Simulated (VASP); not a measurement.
Wanted: the native input for a VASP 6.6.1 run.

* Task: single point
* Functional: PBEsol
* Potentials or basis: VASP PAW PBE potentials, release 64 (Ru_pv)
* Cutoff: 520 eV
* k mesh: 21 × 21 × 12
* Occupations: gaussian, width 0.15 eV
* Spin: no spin polarisation
* Dipole correction: no
* Further INCAR settings: ALGO = Fast; EDIFF = 1e-07; NBANDS = 21

The structure of Ru lies in POSCAR:

```
Ru
1.0
    2.6867831719      0.0000000000      0.0000000000
   -1.3433915859      2.3268224813      0.0000000000
    0.0000000000      0.0000000000      3.9205540044
Ru
2
Direct
    0.3333333333      0.6666666667      0.2500000000
    0.6666666667      0.3333333333      0.7500000000
```

This cell differs from its parent crystal: volume 12.255 Å^3 an atom, c/a of the conventional cell 1.4592.

One way to write it, as run:

INCAR

```
SYSTEM = Ru
PREC = Accurate ; ENCUT = 520
EDIFF = 1E-7 ; ISMEAR = 0
SIGMA = 0.15 ; LREAL = .FALSE.
LASPH = .TRUE. ; NELM = 100
ALGO = Fast ; ISIF = 2
LWAVE = .FALSE. ; LCHARG = .FALSE.
GGA = PS ; NBANDS = 21
```

KPOINTS

```
Automatic mesh
0
G
  21 21 12
  0 0 0
```

Potentials or basis: VASP PAW PBE potentials, release 64 (Ru_pv).

Launch:

```sh
$ cat potpaw_PBE.64/Ru_pv/POTCAR > POTCAR
$ mpirun -np 1 vasp_std > vasp.out
```

It gave:

```
Pressure               : 40.0 GPa
Band gap on the k mesh : zero (band 14 reaches 16.24 eV, above the bottom of band 15 at 12.65 eV)
```

Caveat: the PAW data sets were made with another functional, which shifts forces and pressure a little.

Wall time 82 s on 1 thread of AMD EPYC 9R45 96-Core Processor (Zen 5), on a shared host, peak memory 0.21 GiB.
